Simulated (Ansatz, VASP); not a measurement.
One calculation of P, two programs

Contents of INCAR:

```
ALGO = Normal
EDIFF = 1E-6
EDIFFG = -0.04
ENCUT = 600
GGA = PE
IBRION = 2
ISIF = 3
ISMEAR = 0
LASPH = True
LCHARG = False
LREAL = False
LWAVE = False
NELM = 60
NSW = 90
PREC = Accurate
SIGMA = 0.1
```

Contents of KPOINTS:

```
k-points
0
Gamma
  6 6 6
```

The input POSCAR:

```
P
1.0
    3.4574719200      1.9961723400      2.0497300900
   -3.4574719200      1.9961723400      2.0497300900
    0.0000000000     -3.9923446900      2.0497300900
P
5
Direct
    0.3295443800      0.3295443800      0.3295443800
    0.6704556200      0.6704556200      0.6704556200
    0.6121795600      0.3878204400      0.0000000000
    0.0000000000      0.6121795600      0.3878204400
    0.3878204400      0.0000000000      0.6121795600
```

Input for Ansatz:

```yaml
crystal:
  lattice:
    - [3.45747192, 1.99617234, 2.04973009]
    - [-3.45747192, 1.99617234, 2.04973009]
    - [0.0, -3.99234469, 2.04973009]
  atoms:
    - { symbol: P, position: [0.32954438, 0.32954438, 0.32954438] }
    - { symbol: P, position: [0.67045562, 0.67045562, 0.67045562] }
    - { symbol: P, position: [0.61217956, 0.38782044, 0.0] }
    - { symbol: P, position: [0.0, 0.61217956, 0.38782044] }
    - { symbol: P, position: [0.38782044, 0.0, 0.61217956] }
basis:
  ecutwfc: 420
kpoints:
  mp_grid: { grid: [6, 6, 6] }
hamiltonian:
  xc: pbe
scf:
  occupations: { method: gaussian, width: 0.1 }
  lower_state_search: "off"
output:
  forces: true
  stress: true
  eigenvalues: true
relax:
  adjacent_minimum: "off"
  f_tol: 0.04
  max_steps: 70
  cell: { stress_tol: 0.4 }
```

Alike in both runs: task relaxation of cell and atoms; functional PBE; k mesh 6 × 6 × 6; occupations gaussian, width 0.1 eV; no spin polarisation.

```csv
,VASP,Ansatz
version,VASP 6.6.1,Ansatz 0.2.0
potentials or method,"VASP PAW PBE potentials, release 64 (P), cutoff 600 eV","scalar-relativistic, plane waves, PAW"
valence electrons in the cell,25,25
```

```tsv
	VASP	Ansatz	Ansatz less VASP
gap on the k mesh at the Fermi level, each at its own relaxed structure (eV)	none	none	-
relaxed volume (Å³/atom)	19.26	17.87	-1.392
relaxed cell length with the largest relative difference (Å)	5.034	4.471	-0.5633
```

A gap of «none» marks a metal or a gap that the smearing closes. One of these differences is far larger than is usual between the two programs; its cause wasn't traced.
